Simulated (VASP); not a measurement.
# WS2 in VASP: further runs

Runs on WS2. Level: r2SCAN. Tasks: single point.

All numbers are computed with VASP 6.6.1; they aren't measurements. Logs are shortened: lines on timing, memory, paths and dates and some standing lists are left out, and cuts for length are marked.

## Step 1: The cell of the first run

The cell holds a slab with vacuum, 3 atoms: a = 3.140 Å, b = 3.140 Å, c = 16.721 Å, α = 90.00°, β = 90.00°, γ = 120.00°.

## Step 2: Single point, r2SCAN

POSCAR reads:

```
WS2
1.0
    3.1404905896      0.0000000000      0.0000000000
   -1.5702452948      2.7197446309      0.0000000000
    0.0000000000      0.0000000000     16.7214879437
W S
1 2
Direct
    0.0000000000      0.0000000000      0.0000000000
    0.3333333333      0.6666666667      0.0920005100
    0.3333333333      0.6666666667      0.9079994900
```

INCAR.step1 reads:

```
SYSTEM = WS2
  PREC = Accurate
  ENCUT = 520
  ISMEAR = -1
  SIGMA = 0.05
  LREAL = .False.
  LASPH = .True.
  NELM = 80
  NBANDS = 20
  GGA = PE
  ALGO = Normal
  EDIFF = 1E-4
  LWAVE = .True.
  LCHARG = .False.
```

INCAR.step2 reads:

```
SYSTEM = WS2
  PREC = Accurate
  ENCUT = 520
  EDIFF = 1E-6
  ISMEAR = -1
  SIGMA = 0.05
  LREAL = .False.
  LASPH = .True.
  NELM = 80
  ALGO = Normal
  ISIF = 2
  LWAVE = .False.
  LCHARG = .False.
  METAGGA = R2SCAN
  LMIXTAU = .True.
  NBANDS = 20
  ISTART = 1
```

KPOINTS reads:

```
regular mesh
0
Gamma
  10 10 2
  0 0 0
```

Potentials or basis: VASP PAW PBE potentials, release 64 (W_sv, S).

On the command line:

```
> cat potpaw_PBE.64/W_sv/POTCAR potpaw_PBE.64/S/POTCAR > POTCAR
> cp INCAR.step1 INCAR
> mpirun -np 1 vasp_std > vasp.out
> cp INCAR.step2 INCAR
> mpirun -np 1 vasp_std > vasp.out
```

OUTCAR:

```text
SYSTEM = WS2
   PREC = Accurate
   ENCUT = 520
   EDIFF = 1E-6
   ISMEAR = -1
   LREAL = .False.
   LASPH = .True.
   NELM = 80
   ISIF = 2
   METAGGA = R2SCAN
   ISTART = 1

 ion  position               nearest neighbor table
   1  0.000  0.000  0.000-   2 2.38   3 2.38   2 2.38   3 2.38   2 2.38   3 2.38
   2  0.333  0.667  0.092-   1 2.38   1 2.38   1 2.38
   3  0.333  0.667  0.908-   1 2.38   1 2.38   1 2.38

  LATTYP: Found a hexagonal cell.
 ALAT       =     3.1404905896
 C/A-ratio  =     5.3244827414

  Lattice vectors:

 A1 = (   3.1404905896,   0.0000000000,   0.0000000000)
 A2 = (  -1.5702452948,   2.7197446309,   0.0000000000)
 A3 = (   0.0000000000,   0.0000000000,  16.7214879437)

Analysis of symmetry for initial positions (statically):
=====================================================================
 Subroutine PRICEL returns:
 Original cell was already a primitive cell.

 Routine SETGRP: Setting up the symmetry group for a
 hexagonal supercell.

 Subroutine GETGRP returns: Found 12 space group operations
 (whereof 12 operations were pure point group operations)
 out of a pool of 24 trial point group operations.

The static configuration has the point symmetry D_3h.

Analysis of symmetry for dynamics (positions and initial velocities):
=====================================================================
 Subroutine PRICEL returns:
 Original cell was already a primitive cell.

 Routine SETGRP: Setting up the symmetry group for a
 hexagonal supercell.

 Subroutine GETGRP returns: Found 12 space group operations
 (whereof 12 operations were pure point group operations)
 out of a pool of 24 trial point group operations.

The dynamic configuration has the point symmetry D_3h.

 Subroutine INISYM returns: Found 12 space group operations
 (whereof 12 operations are pure point group operations),
 and found     1 'primitive' translations

----------------------------------------------------------------------------------------

                                     Primitive cell

  volume of cell :     142.8238

  direct lattice vectors                    reciprocal lattice vectors
     3.140490590  0.000000000  0.000000000     0.318421588  0.183840789  0.000000000
    -1.570245295  2.719744631  0.000000000     0.000000000  0.367681579  0.000000000
[... 78 lines left out ...]
   PREC   = accura    normal or accurate (medium, high low for compatibility)
   ISTART =      1    job   : 0-new  1-cont  2-samecut
   ICHARG =      0    charge: 1-file 2-atom 10-const
   ISPIN  =      1    spin polarized calculation?
   LNONCOLLINEAR =      F non collinear calculations
   LSORBIT =      F    spin-orbit coupling
   LASPH  =      T    aspherical Exc in radial PAW
   ENCUT  =  520.0 eV  38.22 Ry    6.18 a.u.   5.84  5.84 31.09*2*pi/ulx,y,z
   NELM   =     80;   NELMIN=  2; NELMDL=  0     # of ELM steps
   EDIFF  = 0.1E-05   stopping-criterion for ELM
   LREAL  =      F    real-space projection
   EDIFFG = 0.1E-04   stopping-criterion for IOM
   NSW    =      0    number of steps for IOM
   IBRION =     -1    ionic relax: 0-MD 1-quasi-New 2-CG
   NFREE  =      0    steps in history (QN), initial steepest desc. (CG)
   ISIF   =      2    stress and relaxation
   ISYM   =      2    0-nonsym 1-usesym 2-fastsym
   POTIM  = 0.5000    time-step for ionic-motion
   TEBEG  =    0.0;   TEEND  =   0.0 temperature during run
   PSTRESS=    0.0 pullay stress
   NELECT =      26.0000    total number of electrons
   NUPDOWN=      -1.0000    fix difference up-down
   EMIN   =  10.00;   EMAX   =-10.00  energy-range for DOS
   EFERMI =   0.00;   METHOD = LEGACY
   ISMEAR =    -1;   SIGMA  =   0.05  broadening in eV -4-tet -1-fermi 0-gaus
   EFERMI_NEDOS =   21; number of points for ismear=-14 and -15
   IALGO  =     38    algorithm
   IMIX   =      4    mixing-type and parameters
     AMIX     =   0.40;   BMIX     =  1.00
     AMIX_MAG =   1.60;   BMIX_MAG =  1.00
  volume/ion in A,a.u.               =      47.61       321.27
  Fermi-wavevector in a.u.,A,eV,Ry     =   0.927824  1.753334 11.712684  0.860858
  Thomas-Fermi vector in A             =   2.053935
   LORBIT       =      0    0 simple, 1 ext, 2 COOP (PROOUT), +10 PAW based schemes
   METAGGA = R2SCAN    functional components
   LHFCALC =     F    Hartree Fock is set to
   AEXX    =    0.0000 exact exchange contribution
   IVDW    =     0    specifies the selected vdW correction
   LEPSILON=     F    determine dielectric tensor
   LRPA    =     F    only Hartree local field effects (RPA)
 non-spin polarized calculation
  energy-cutoff  :      520.00
  volume of cell :      142.82
 maximum number of plane-waves:      3872
 NGX is ok and might be reduce to    24
   NGX = 11   NGY = 11   NGZ = 63

 number of electron      25.9999996 magnetization

 Free energy of the ion-electron system (eV)
  ---------------------------------------------------
  ext. energy  EPLUGINS =         0.00000000
  ---------------------------------------------------
  free energy    TOTEN  =       -69.99362462 eV

  energy without entropy =      -69.99362462  energy(sigma->0) =      -69.99362462

 E-fermi :  -0.1522     XC(G=0):  -4.6952

 val. band max:       -1.2227897650   @ k =   0.0000   0.0000   0.0000
 cond. band min:       1.0107013302   @ k =   0.3000   0.3000   0.5000
 fundamental gap:      2.2334910952
 Fermi energy:        -0.1522149519

 k-point     1 :       0.0000    0.0000    0.0000
  band No.  band energies     occupation
      1     -77.0712      2.00000
      2     -40.7107      2.00000
      3     -40.5159      2.00000
      4     -40.5159      2.00000
      5     -16.9659      2.00000
      6     -15.0889      2.00000
[... 541 lines left out ...]
     19       7.6743      0.00000
     20       7.7328      0.00000

 [... further k-points ...]
[... 5 lines left out ...]
  --------------------------------------------------------------------------------------
  -------------------------------------------------------------------------------------
  Total        2.3165536      2.3165536      2.4076211     -0.0000000      0.0000000     -0.0000000
  in kB       25.9867751     25.9867751     27.0083578     -0.0000000      0.0000000     -0.0000000
  external PRESSURE =      26.3273026 kB  Pullay stress =       0.0000000 kB

 VOLUME and BASIS-vectors are now :
 -----------------------------------------------------------------------------
  energy-cutoff  :      520.00
  volume of cell :      142.82
      direct lattice vectors                 reciprocal lattice vectors
     3.140490590  0.000000000  0.000000000     0.318421588  0.183840789  0.000000000
    -1.570245295  2.719744631  0.000000000     0.000000000  0.367681579  0.000000000
     0.000000000  0.000000000 16.721487944     0.000000000  0.000000000  0.059803290

 POSITION                                       TOTAL-FORCE (eV/Angst)
 -----------------------------------------------------------------------------------
      0.00000      0.00000      0.00000         0.000000      0.000000      0.000000
     -0.00000      1.81316      1.53839        -0.000000      0.000000      0.790126
     -0.00000      1.81316     15.18310        -0.000000      0.000000     -0.790126
 -----------------------------------------------------------------------------------
    total drift:                               -0.000001      0.000000     -0.000000

  FREE ENERGIE OF THE ION-ELECTRON SYSTEM (eV)
  ---------------------------------------------------
  free  energy   TOTEN  =       -69.9936246209 eV

  energy  without entropy=      -69.9936246209  energy(sigma->0) =      -69.99362462
```

Wall time 2.1 min (1 thread of Intel Xeon 6975P-C (Granite Rapids), shared host); peak memory 0.32 GiB.

Results:

```
Free energy            : -69.9936 eV
Largest force          : 0.790 eV/Å
Band gap on the k mesh : 2.23 eV, indirect (least direct gap 2.41 eV)
```

Forces on the atoms (eV/Å):
```
W    0.000  0.000  0.000
S    0.000  0.000  0.790
S    0.000  0.000 -0.790
```

Levels at points of the mesh, in eV from the valence-band top:
```csv
k point,band 10,band 11,band 12,band 13,band 14,band 15,band 16,band 17
"(0.00, 0.00, 0.00)",-2.26,-1.81,-1.81,0.00,3.22,3.22,3.44,3.44
"(0.50, 0.00, 0.00)",-3.76,-2.28,-1.40,-1.00,3.18,3.67,4.56,5.27
"(0.00, 0.00, 0.50)",-2.26,-1.81,-1.81,0.00,3.22,3.22,3.44,3.44
"(0.50, 0.00, 0.50)",-3.76,-2.28,-1.40,-1.00,3.18,3.67,4.56,5.27
```

Caveat: the PAW data sets were made with another functional, which shifts forces and pressure a little; spin-orbit coupling is left out, which moves the levels of the heavy elements.

## Step 3: Single point, r2SCAN

This run uses another cell than the first one, of 48.60 Å³/atom, 1.021 times its volume.

POSCAR reads:

```
WS2
1.0
    3.1621498298      0.0000000000      0.0000000000
   -1.5810749149      2.7385020831      0.0000000000
    0.0000000000      0.0000000000     16.8368121945
W S
1 2
Direct
    0.0000000000      0.0000000000      0.0000000000
    0.3333333333      0.6666666667      0.0920005100
    0.3333333333      0.6666666667      0.9079994900
```

INCAR.step1 reads:

```
SYSTEM = WS2
PREC = Accurate
ENCUT = 520
ISMEAR = -1
SIGMA = 0.05
LREAL = .FALSE.
LASPH = .TRUE.
NELM = 100
NBANDS = 20
GGA = PE
ALGO = Normal
EDIFF = 1E-4
LWAVE = .TRUE.
LCHARG = .FALSE.
```

INCAR.step2 reads:

```
SYSTEM = WS2
PREC = Accurate
ENCUT = 520
EDIFF = 1E-7
ISMEAR = -1
SIGMA = 0.05
LREAL = .FALSE.
LASPH = .TRUE.
NELM = 100
ALGO = Normal
ISIF = 2
LWAVE = .FALSE.
LCHARG = .FALSE.
METAGGA = R2SCAN
LMIXTAU = .TRUE.
NBANDS = 20
ISTART = 1
```

KPOINTS reads:

```
Automatic mesh
0
G
  10 10 2
  0 0 0
```

Potentials or basis: VASP PAW PBE potentials, release 64 (W_sv, S).

On the command line:

```
> cat potpaw_PBE.64/W_sv/POTCAR potpaw_PBE.64/S/POTCAR > POTCAR
> cp INCAR.step1 INCAR
> mpirun -np 1 vasp_std > vasp.out
> cp INCAR.step2 INCAR
> mpirun -np 1 vasp_std > vasp.out
```

OUTCAR:

```text
SYSTEM = WS2
   PREC = Accurate
   ENCUT = 520
   EDIFF = 1E-7
   ISMEAR = -1
   LREAL = .FALSE.
   LASPH = .TRUE.
   NELM = 100
   ISIF = 2
   METAGGA = R2SCAN
   ISTART = 1

 ion  position               nearest neighbor table
   1  0.000  0.000  0.000-   2 2.39   3 2.39   2 2.39   3 2.39   2 2.39   3 2.39
   2  0.333  0.667  0.092-   1 2.39   1 2.39   1 2.39
   3  0.333  0.667  0.908-   1 2.39   1 2.39   1 2.39

  LATTYP: Found a hexagonal cell.
 ALAT       =     3.1621498298
 C/A-ratio  =     5.3244827414

  Lattice vectors:

 A1 = (   3.1621498298,   0.0000000000,   0.0000000000)
 A2 = (  -1.5810749149,   2.7385020831,   0.0000000000)
 A3 = (   0.0000000000,   0.0000000000,  16.8368121945)

Analysis of symmetry for initial positions (statically):
=====================================================================
 Subroutine PRICEL returns:
 Original cell was already a primitive cell.

 Routine SETGRP: Setting up the symmetry group for a
 hexagonal supercell.

 Subroutine GETGRP returns: Found 12 space group operations
 (whereof 12 operations were pure point group operations)
 out of a pool of 24 trial point group operations.

The static configuration has the point symmetry D_3h.

Analysis of symmetry for dynamics (positions and initial velocities):
=====================================================================
 Subroutine PRICEL returns:
 Original cell was already a primitive cell.

 Routine SETGRP: Setting up the symmetry group for a
 hexagonal supercell.

 Subroutine GETGRP returns: Found 12 space group operations
 (whereof 12 operations were pure point group operations)
 out of a pool of 24 trial point group operations.

The dynamic configuration has the point symmetry D_3h.

 Subroutine INISYM returns: Found 12 space group operations
[... 107 lines left out ...]
   POTIM  = 0.5000    time-step for ionic-motion
   TEBEG  =    0.0;   TEEND  =   0.0 temperature during run
   PSTRESS=    0.0 pullay stress
   NELECT =      26.0000    total number of electrons
   NUPDOWN=      -1.0000    fix difference up-down
   EMIN   =  10.00;   EMAX   =-10.00  energy-range for DOS
   EFERMI =   0.00;   METHOD = LEGACY
   ISMEAR =    -1;   SIGMA  =   0.05  broadening in eV -4-tet -1-fermi 0-gaus
   EFERMI_NEDOS =   21; number of points for ismear=-14 and -15
   IALGO  =     38    algorithm
   IMIX   =      4    mixing-type and parameters
     AMIX     =   0.40;   BMIX     =  1.00
     AMIX_MAG =   1.60;   BMIX_MAG =  1.00
  volume/ion in A,a.u.               =      48.60       327.97
  Fermi-wavevector in a.u.,A,eV,Ry     =   0.921469  1.741324 11.552781  0.849105
  Thomas-Fermi vector in A             =   2.046889
   LORBIT       =      0    0 simple, 1 ext, 2 COOP (PROOUT), +10 PAW based schemes
   METAGGA = R2SCAN    functional components
   LHFCALC =     F    Hartree Fock is set to
   AEXX    =    0.0000 exact exchange contribution
   IVDW    =     0    specifies the selected vdW correction
   LEPSILON=     F    determine dielectric tensor
   LRPA    =     F    only Hartree local field effects (RPA)
 non-spin polarized calculation
  energy-cutoff  :      520.00
  volume of cell :      145.80
 maximum number of plane-waves:      3958
 NGX is ok and might be reduce to    24
   NGX = 11   NGY = 11   NGZ = 63

 number of electron      25.9999997 magnetization

 Free energy of the ion-electron system (eV)
  ---------------------------------------------------
  ext. energy  EPLUGINS =         0.00000000
  ---------------------------------------------------
  free energy    TOTEN  =       -70.02970701 eV

  energy without entropy =      -70.02970701  energy(sigma->0) =      -70.02970701

 E-fermi :  -0.2978     XC(G=0):  -4.6423

 val. band max:       -1.3050889444   @ k =   0.0000   0.0000   0.0000
 cond. band min:       0.8620403585   @ k =   0.3000   0.3000   0.0000
 fundamental gap:      2.1671293029
 Fermi energy:        -0.2978004853

 k-point     1 :       0.0000    0.0000    0.0000
  band No.  band energies     occupation
      1     -77.2201      2.00000
      2     -40.8314      2.00000
      3     -40.6595      2.00000
      4     -40.6595      2.00000
      5     -16.9211      2.00000
      6     -15.1166      2.00000
[... 541 lines left out ...]
     19       7.5367      0.00000
     20       7.5532      0.00000

 [... further k-points ...]
[... 5 lines left out ...]
  --------------------------------------------------------------------------------------
  -------------------------------------------------------------------------------------
  Total        1.1034846      1.1034846      1.1474562      0.0000000      0.0000000      0.0000000
  in kB       12.1261092     12.1261092     12.6093093      0.0000000      0.0000000      0.0000000
  external PRESSURE =      12.2871759 kB  Pullay stress =       0.0000000 kB

 VOLUME and BASIS-vectors are now :
 -----------------------------------------------------------------------------
  energy-cutoff  :      520.00
  volume of cell :      145.80
      direct lattice vectors                 reciprocal lattice vectors
     3.162149830  0.000000000  0.000000000     0.316240550  0.182581566  0.000000000
    -1.581074915  2.738502083  0.000000000     0.000000000  0.365163133  0.000000000
     0.000000000  0.000000000 16.836812194     0.000000000  0.000000000  0.059393666

 POSITION                                       TOTAL-FORCE (eV/Angst)
 -----------------------------------------------------------------------------------
      0.00000      0.00000      0.00000        -0.000000     -0.000000      0.000000
     -0.00000      1.82567      1.54900         0.000000      0.000000      0.377658
     -0.00000      1.82567     15.28782        -0.000000     -0.000000     -0.377658
 -----------------------------------------------------------------------------------
    total drift:                                0.000000     -0.000000     -0.000000

  FREE ENERGIE OF THE ION-ELECTRON SYSTEM (eV)
  ---------------------------------------------------
  free  energy   TOTEN  =       -70.0297070148 eV

  energy  without entropy=      -70.0297070147  energy(sigma->0) =      -70.02970701
```

OUTCAR.step1:

```text
SYSTEM = WS2
   PREC = Accurate
   ENCUT = 520
   ISMEAR = -1
   LREAL = .FALSE.
   LASPH = .TRUE.
   NELM = 100
[... 776 lines left out ...]
      0.00000      0.00000      0.00000         0.000000     -0.000000      0.000000
     -0.00000      1.82567      1.54900        -0.000000      0.000000      0.636537
     -0.00000      1.82567     15.28782        -0.000000      0.000000     -0.636537
 -----------------------------------------------------------------------------------
    total drift:                                0.000000     -0.000000     -0.000000

  FREE ENERGIE OF THE ION-ELECTRON SYSTEM (eV)
  ---------------------------------------------------
  free  energy   TOTEN  =       -23.6486672352 eV

  energy  without entropy=      -23.6486672350  energy(sigma->0) =      -23.64866724
```

OSZICAR.step1:

```text
N       E                     dE             d eps       ncg     rms          rms(c)
DAV:   1     0.177041747516E+03    0.17704E+03   -0.12344E+04  1336   0.112E+03
DAV:   2    -0.997887115195E+01   -0.18702E+03   -0.18154E+03  1436   0.268E+02
DAV:   3    -0.246880294553E+02   -0.14709E+02   -0.14552E+02  1480   0.684E+01
DAV:   4    -0.249951143978E+02   -0.30708E+00   -0.30643E+00  1460   0.110E+01
DAV:   5    -0.250025250237E+02   -0.74106E-02   -0.74099E-02  1504   0.176E+00    0.276E+01
DAV:   6    -0.238261997049E+02    0.11763E+01   -0.62227E+00  1256   0.167E+01    0.114E+01
DAV:   7    -0.237113498133E+02    0.11485E+00   -0.15320E+00  1284   0.682E+00    0.498E+00
DAV:   8    -0.236516668349E+02    0.59683E-01   -0.33005E-01  1360   0.377E+00    0.113E+00
DAV:   9    -0.236504735366E+02    0.11933E-02   -0.17899E-02  1484   0.842E-01    0.702E-01
DAV:  10    -0.236488808769E+02    0.15927E-02   -0.92162E-03  1416   0.645E-01    0.736E-02
DAV:  11    -0.236487223199E+02    0.15856E-03   -0.10002E-03  1300   0.208E-01    0.734E-02
DAV:  12    -0.236486672352E+02    0.55085E-04   -0.64136E-05   952   0.532E-02
   1 F= -.23648667E+02 E0= -.23648667E+02  d E =-.202703E-09
```

Wall time 2.8 min (1 thread of Intel Xeon 6975P-C (Granite Rapids), shared host); peak memory 0.32 GiB.

Results:

| Quantity | Value |
| --- | --- |
| Free energy | -70.0297 eV |
| Largest force | 0.378 eV/Å |
| Band gap on the k mesh | 2.17 eV, indirect (least direct gap 2.35 eV) |

Forces in eV/Å, atoms in the order of the input:
```
W    0.000  0.000  0.000
S    0.000  0.000  0.378
S    0.000  0.000 -0.378
```

Caveat: the PAW data sets were made with another functional, which shifts forces and pressure a little; spin-orbit coupling is left out, which moves the levels of the heavy elements.

(Part 1 of 2 ends here.)
